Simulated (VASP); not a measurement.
Wanted: the native input for a VASP 6.6.1 run.

* Task: single point
* Functional: BLYP
* Dispersion: D3(BJ)
* Potentials or basis: VASP PAW PBE potentials, release 64 (Cu)
* Cutoff: 520 eV
* k mesh: 15 × 15 × 8
* Occupations: methfessel-paxton, width 0.15 eV
* Spin: no spin polarisation
* Dipole correction: no
* Further INCAR settings: ALGO = Normal; EDIFF = 1e-06; NBANDS = 18

The structure of Cu lies in POSCAR:

```
Cu
1.0
    2.4938951807      0.0000000000      0.0000000000
   -1.2469475904      2.1597765809      0.0000000000
    0.0000000000      0.0000000000      4.1341000545
Cu
2
Direct
    0.3333333333      0.6666666667      0.2500000000
    0.6666666667      0.3333333333      0.7500000000
```

This isn't the form of Cu at room conditions, which is fcc.

The input as run:

INCAR

```
SYSTEM = Cu
AGGAC = 1.0
AGGAX = 1.0
ALDAC = 0.0
ALDAX = 1.0
ALGO = Normal
EDIFF = 1E-6
ENCUT = 520
GGA = B5
ISIF = 2
ISMEAR = 1
IVDW = 12
LASPH = .TRUE.
LCHARG = .FALSE.
LREAL = .FALSE.
LWAVE = .FALSE.
NBANDS = 18
NELM = 80
PREC = Accurate
SIGMA = 0.15
VDW_A1 = 0.4298
VDW_A2 = 4.2359
VDW_S6 = 1.0
VDW_S8 = 2.6996
```

KPOINTS

```
k-points
0
G
  15 15 8
  0 0 0
```

Potentials or basis: VASP PAW PBE potentials, release 64 (Cu).

The run is started by

```console
$ cat potpaw_PBE.64/Cu/POTCAR > POTCAR
$ mpirun -np 1 vasp_std > vasp.out
```

Results of the run:

```yaml
Pressure: 0.8 GPa
Band_gap_on_the_k_mesh: zero (bands 11 and 12 overlap by 6.49 eV)
Dispersion_energy_per_atom: -1.403 eV
```

Caveat: the PAW data sets were made with another functional, which shifts forces and pressure a little.

Wall time 76 s on 1 thread of Intel(R) Xeon(R) Platinum 8259CL CPU @ 2.50GHz (Skylake/Cascade Lake), with other jobs on the host, peak memory 0.17 GiB.
